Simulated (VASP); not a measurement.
# FeSi (P2_13) in VASP: relaxation of the atoms with PBEsol

Aim: the relaxation of the atoms of FeSi with PBEsol.

Everything below comes from runs of VASP 6.6.1. Logs are shortened: lines on timing, memory, paths and dates and some standing lists are left out, and cuts for length are marked.

**1. The cell of the first run**

It takes space group P2_13 (No. 198, cubic). The conventional cell has a = 4.313 Å, b = 4.313 Å, c = 4.313 Å, α = 90.00°, β = 90.00°, γ = 90.00°. Fe (site symmetry 3) has 7 Si at 2.22 to 2.41 Å and 6 Fe at 2.65 Å within 2.9 Å. Within 2.9 Å of Si (site symmetry 3) lie 7 Fe at 2.22 to 2.41 Å and 6 Si at 2.67 Å.

**2. Relaxation of the atoms, PBEsol (10.03 Å³/atom)**

Input file INCAR:

```
  PREC = Accurate
  ENCUT = 520
  EDIFF = 1E-6
  ISMEAR = 0
  SIGMA = 0.01
  LREAL = False
  LASPH = True
  NELM = 100
  ALGO = Normal
  ISIF = 2
  LWAVE = False
  LCHARG = False
  GGA = PS
  IBRION = 2
  NSW = 50
  EDIFFG = -0.01
```

Input file KPOINTS:

```
regular mesh
0
Gamma
  8 8 8
```

Input file POSCAR:

```
FeSi
1.0
    4.3133898029      0.0000000000      0.0000000000
    0.0000000000      4.3133898029      0.0000000000
    0.0000000000      0.0000000000      4.3133898029
Fe Si
4 4
Direct
    0.1380908410      0.1380908410      0.1380908410
    0.3619091590      0.8619091590      0.6380908410
    0.6380908410      0.3619091590      0.8619091590
    0.8619091590      0.6380908410      0.3619091590
    0.8415609106      0.8415609106      0.8415609106
    0.6584390894      0.1584390894      0.3415609106
    0.3415609106      0.6584390894      0.1584390894
    0.1584390894      0.3415609106      0.6584390894
```

Potentials or basis: VASP PAW PBE potentials, release 64 (Fe, Si).

Command:

```sh
$ cat potpaw_PBE.64/Fe/POTCAR potpaw_PBE.64/Si/POTCAR > POTCAR
$ mpirun -np 1 vasp_std > vasp.out
```

OUTCAR:

```text
PREC = Accurate
   ENCUT = 520
   EDIFF = 1E-6
   ISMEAR = 0
   LREAL = False
   LASPH = True
   NELM = 100
   ISIF = 2
   GGA = PS
   IBRION = 2
   NSW = 50
   EDIFFG = -0.01

 ion  position               nearest neighbor table
   1  0.138  0.138  0.138-   5 2.22   6 2.25   7 2.25   8 2.25   7 2.41   8 2.41   6 2.41   3 2.65
                             4 2.65   2 2.65   2 2.65   4 2.65   3 2.65
   2  0.362  0.862  0.638-   6 2.22   5 2.25   7 2.25   8 2.25   7 2.41   8 2.41   5 2.41   1 2.65
                             1 2.65   3 2.65   3 2.65   4 2.65   4 2.65
   3  0.638  0.362  0.862-   7 2.22   6 2.25   5 2.25   8 2.25   8 2.41   6 2.41   5 2.41   1 2.65
                             4 2.65   2 2.65   2 2.65   4 2.65   1 2.65
   4  0.862  0.638  0.362-   8 2.22   6 2.25   7 2.25   5 2.25   6 2.41   5 2.41   7 2.41   1 2.65
                             3 2.65   2 2.65   1 2.65   2 2.65   3 2.65
   5  0.842  0.842  0.842-   1 2.22   2 2.25   3 2.25   4 2.25   3 2.41   4 2.41   2 2.41   7 2.67
                             8 2.67   8 2.67   7 2.67   6 2.67   6 2.67
   6  0.658  0.158  0.342-   2 2.22   1 2.25   3 2.25   4 2.25   3 2.41   4 2.41   1 2.41   7 2.67
                             7 2.67   8 2.67   8 2.67   5 2.67   5 2.67
   7  0.342  0.658  0.158-   3 2.22   2 2.25   1 2.25   4 2.25   4 2.41   2 2.41   1 2.41   5 2.67
                             6 2.67   6 2.67   5 2.67   8 2.67   8 2.67
   8  0.158  0.342  0.658-   4 2.22   2 2.25   3 2.25   1 2.25   2 2.41   1 2.41   3 2.41   5 2.67
                             5 2.67   6 2.67   6 2.67   7 2.67   7 2.67

  LATTYP: Found a simple cubic cell.
 ALAT       =     4.3133898029

  Lattice vectors:

 A1 = (   4.3133898029,   0.0000000000,   0.0000000000)
 A2 = (   0.0000000000,   4.3133898029,   0.0000000000)
 A3 = (   0.0000000000,   0.0000000000,   4.3133898029)

Analysis of symmetry for initial positions (statically):
=====================================================================
 Subroutine PRICEL returns:
 Original cell was already a primitive cell.

 Routine SETGRP: Setting up the symmetry group for a
 simple cubic supercell.

 Subroutine GETGRP returns: Found 12 space group operations
 (whereof  3 operations were pure point group operations)
 out of a pool of 48 trial point group operations.

The static configuration has the point symmetry C_3 .
 The point group associated with its full space group is T   .

Analysis of symmetry for dynamics (positions and initial velocities):
=====================================================================
 Subroutine PRICEL returns:
 Original cell was already a primitive cell.

 Routine SETGRP: Setting up the symmetry group for a
 simple cubic supercell.

 Subroutine GETGRP returns: Found 12 space group operations
 (whereof  3 operations were pure point group operations)
 out of a pool of 48 trial point group operations.

The dynamic configuration has the point symmetry C_3 .
 The point group associated with its full space group is T   .

 Subroutine INISYM returns: Found 12 space group operations
 (whereof  3 operations are pure point group operations),
 and found     1 'primitive' translations

----------------------------------------------------------------------------------------

                                     Primitive cell

  volume of cell :      80.2520

  direct lattice vectors                    reciprocal lattice vectors
     4.313389803  0.000000000  0.000000000     0.231836223  0.000000000  0.000000000
     0.000000000  4.313389803  0.000000000     0.000000000  0.231836223  0.000000000
     0.000000000  0.000000000  4.313389803     0.000000000  0.000000000  0.231836223

  length of vectors
     4.313389803  4.313389803  4.313389803     0.231836223  0.231836223  0.231836223

  position of ions in fractional coordinates (direct lattice)
     0.138090841  0.138090841  0.138090841
     0.361909159  0.861909159  0.638090841
     0.638090841  0.361909159  0.861909159
     0.861909159  0.638090841  0.361909159
     0.841560911  0.841560911  0.841560911
     0.658439089  0.158439089  0.341560911
     0.341560911  0.658439089  0.158439089
     0.158439089  0.341560911  0.658439089

  ion indices of the primitive-cell ions
   primitive index   ion index
                 1           1
                 2           2
                 3           3
                 4           4
                 5           5
                 6           6
                 7           7
                 8           8

----------------------------------------------------------------------------------------

 KPOINTS: regular mesh

Automatic generation of k-mesh.
 Grid dimensions read from file:
 generate k-points for:    8    8    8

 Generating k-lattice:

  Cartesian coordinates                     Fractional coordinates (reciprocal lattice)
     0.028979528  0.000000000  0.000000000     0.125000000  0.000000000  0.000000000
     0.000000000  0.028979528  0.000000000     0.000000000  0.125000000  0.000000000
     0.000000000  0.000000000  0.028979528     0.000000000  0.000000000  0.125000000

  Length of vectors
     0.028979528  0.028979528  0.028979528

  Shift w.r.t. Gamma in fractional coordinates (k-lattice)
     0.000000000  0.000000000  0.000000000

 Subroutine IBZKPT returns following result:
 ===========================================

 Found     45 irreducible k-points:

 Following reciprocal coordinates:
            Coordinates               Weight
  0.000000  0.000000  0.000000      1.000000
  0.125000  0.000000  0.000000      6.000000
  0.250000  0.000000  0.000000      6.000000
  0.375000  0.000000  0.000000      6.000000
  0.500000  0.000000  0.000000      3.000000
  0.125000  0.125000  0.000000     12.000000
[... 16 lines left out ...]
  0.250000  0.125000  0.125000     24.000000
  0.375000  0.125000  0.125000     24.000000
 [... further k-points ...]
   k-points           NKPTS =     45   k-points in BZ     NKDIM =     45   number of bands    NBANDS=     29
   number of dos      NEDOS =    301   number of ions     NIONS =      8
   total plane-waves  NPLWV =  32768
   dimension x,y,z NGX =    32 NGY =   32 NGZ =   32
   dimension x,y,z NGXF=    64 NGYF=   64 NGZF=   64
   ions per type =               4   4
   NGX,Y,Z   is equivalent  to a cutoff of  12.33, 12.33, 12.33 a.u.
   NGXF,Y,Z  is equivalent  to a cutoff of  24.67, 24.67, 24.67 a.u.
 SYSTEM =  unknown system
   PREC   = accura    normal or accurate (medium, high low for compatibility)
   ISTART =      0    job   : 0-new  1-cont  2-samecut
   ICHARG =      2    charge: 1-file 2-atom 10-const
   ISPIN  =      1    spin polarized calculation?
   LNONCOLLINEAR =      F non collinear calculations
   LSORBIT =      F    spin-orbit coupling
   LASPH  =      T    aspherical Exc in radial PAW
   ENCUT  =  520.0 eV  38.22 Ry    6.18 a.u.   8.02  8.02  8.02*2*pi/ulx,y,z
   NELM   =    100;   NELMIN=  2; NELMDL= -5     # of ELM steps
   EDIFF  = 0.1E-05   stopping-criterion for ELM
   LREAL  =      F    real-space projection
   EDIFFG = -.1E-01   stopping-criterion for IOM
   NSW    =     50    number of steps for IOM
   IBRION =      2    ionic relax: 0-MD 1-quasi-New 2-CG
   NFREE  =      1    steps in history (QN), initial steepest desc. (CG)
   ISIF   =      2    stress and relaxation
   ISYM   =      2    0-nonsym 1-usesym 2-fastsym
   POTIM  = 0.5000    time-step for ionic-motion
   TEBEG  =    0.0;   TEEND  =   0.0 temperature during run
   PSTRESS=    0.0 pullay stress
   NELECT =      48.0000    total number of electrons
   NUPDOWN=      -1.0000    fix difference up-down
   EMIN   =  10.00;   EMAX   =-10.00  energy-range for DOS
   EFERMI =   0.00;   METHOD = LEGACY
   ISMEAR =     0;   SIGMA  =   0.01  broadening in eV -4-tet -1-fermi 0-gaus
   EFERMI_NEDOS =   21; number of points for ismear=-14 and -15
   IALGO  =     38    algorithm
   IMIX   =      4    mixing-type and parameters
     AMIX     =   0.40;   BMIX     =  1.00
     AMIX_MAG =   1.60;   BMIX_MAG =  1.00
  volume/ion in A,a.u.               =      10.03        67.70
  Fermi-wavevector in a.u.,A,eV,Ry     =   1.379335  2.606566 25.885982  1.902566
  Thomas-Fermi vector in A             =   2.504314
   LORBIT       =      0    0 simple, 1 ext, 2 COOP (PROOUT), +10 PAW based schemes
   GGA     = PS    functional components
   LHFCALC =     F    Hartree Fock is set to
   AEXX    =    0.0000 exact exchange contribution
   IVDW    =     0    specifies the selected vdW correction
   LEPSILON=     F    determine dielectric tensor
   LRPA    =     F    only Hartree local field effects (RPA)
 conjugate gradient relaxation of ions
 non-spin polarized calculation
 Gauss-broadening in eV      SIGMA  =   0.01
  energy-cutoff  :      520.00
  volume of cell :       80.25
 maximum number of plane-waves:      2192
   NGX = 17   NGY = 17   NGZ = 17

--------------------------------------- Ionic step        1  -------------------------------------------

 number of electron      48.0000008 magnetization

 Free energy of the ion-electron system (eV)
  ---------------------------------------------------
  ext. energy  EPLUGINS =         0.00000000
  ---------------------------------------------------
  free energy    TOTEN  =       -63.53882373 eV

  energy without entropy =      -63.53882373  energy(sigma->0) =      -63.53882373

------------------------ aborting loop because EDIFF is reached ----------------------------------------

  FORCE on cell =-STRESS in cart. coord.  units (eV):
  Direction    XX          YY          ZZ          XY          YZ          ZX
  --------------------------------------------------------------------------------------
  -------------------------------------------------------------------------------------
  Total        9.1533109      9.1533109      9.1533109     -0.0000000     -0.0000000      0.0000000
  in kB      182.7396018    182.7396018    182.7396018     -0.0000000     -0.0000000      0.0000000
  external PRESSURE =     182.7396018 kB  Pullay stress =       0.0000000 kB
[... 69 lines left out ...]
  energy  without entropy=      -63.5432722539  energy(sigma->0) =      -63.54327225

--------------------------------------- Ionic step        3  -------------------------------------------

 number of electron      48.0000014 magnetization

 Free energy of the ion-electron system (eV)
  ---------------------------------------------------
  ext. energy  EPLUGINS =         0.00000000
  ---------------------------------------------------
  free energy    TOTEN  =       -63.54352221 eV

  energy without entropy =      -63.54352221  energy(sigma->0) =      -63.54352221

 E-fermi :  10.9335     XC(G=0): -13.3655

 val. band max:       10.8638347259   @ k =   0.2500   0.1250   0.1250
 cond. band min:      10.9994228199   @ k =   0.3750   0.1250   0.1250
 fundamental gap:      0.1355880941
 Fermi energy:        10.9335207425

 k-point     1 :       0.0000    0.0000    0.0000
  band No.  band energies     occupation
      1      -3.1356      2.00000
      2       2.5365      2.00000
      3       2.5365      2.00000
      4       2.5365      2.00000
      5       5.3933      2.00000
      6       5.3933      2.00000
[... 757 lines left out ...]
     28      13.3434      0.00000
     29      13.6754      0.00000

 [... further k-points ...]

------------------------ aborting loop because EDIFF is reached ----------------------------------------

  FORCE on cell =-STRESS in cart. coord.  units (eV):
  Direction    XX          YY          ZZ          XY          YZ          ZX
  --------------------------------------------------------------------------------------
  -------------------------------------------------------------------------------------
  Total        8.9554108      8.9554108      8.9554108      0.0000000      0.0000000      0.0000000
  in kB      178.7886618    178.7886618    178.7886618      0.0000000      0.0000000      0.0000000
  external PRESSURE =     178.7886618 kB  Pullay stress =       0.0000000 kB
[... 23 lines left out ...]
  FREE ENERGIE OF THE ION-ELECTRON SYSTEM (eV)
  ---------------------------------------------------
  free  energy   TOTEN  =       -63.5435222054 eV

  energy  without entropy=      -63.5435222054  energy(sigma->0) =      -63.54352221

 reached required accuracy - stopping structural energy minimisation
```

Wall time 3.9 min (1 thread of Oxide Virtual Turin-like, shared host); peak memory 0.2 GiB.

Results:

```yaml
Free_energy: -63.5435 eV
Energy_gained_by_relaxing: 0.6 meV/atom
Ionic_steps: 3
Pressure_after_relaxing: 17.9 GPa
Band_gap_on_the_k_mesh: 0.14 eV (least direct gap 0.16 eV)
```

The path:
```csv
step,energy change (eV),largest force (eV/Å),pressure (GPa)
1,0.0000,0.1822,18.27
2,-0.0044,0.0413,17.92
3,-0.0047,0.0017,17.88
```

Final structure:
```cif
data_structure
_symmetry_space_group_name_H-M 'P 1'
_symmetry_Int_Tables_number 1
_cell_length_a 4.3134
_cell_length_b 4.3134
_cell_length_c 4.3134
_cell_angle_alpha 90.000
_cell_angle_beta 90.000
_cell_angle_gamma 90.000
_cell_volume 80.25
loop_
_atom_site_label
_atom_site_type_symbol
_atom_site_fract_x
_atom_site_fract_y
_atom_site_fract_z
_atom_site_occupancy
Fe1 Fe 0.13962 0.13962 0.13962 1
Fe2 Fe 0.36038 0.86038 0.63962 1
Fe3 Fe 0.63962 0.36038 0.86038 1
Fe4 Fe 0.86038 0.63962 0.36038 1
Si1 Si 0.84211 0.84211 0.84211 1
Si2 Si 0.65789 0.15789 0.34211 1
Si3 Si 0.34211 0.65789 0.15789 1
Si4 Si 0.15789 0.34211 0.65789 1
```

Caveat: the PAW data sets were made with another functional, which shifts forces and pressure a little. Spin polarisation is off, so any magnetic state and its effect on volume and gap are missing.
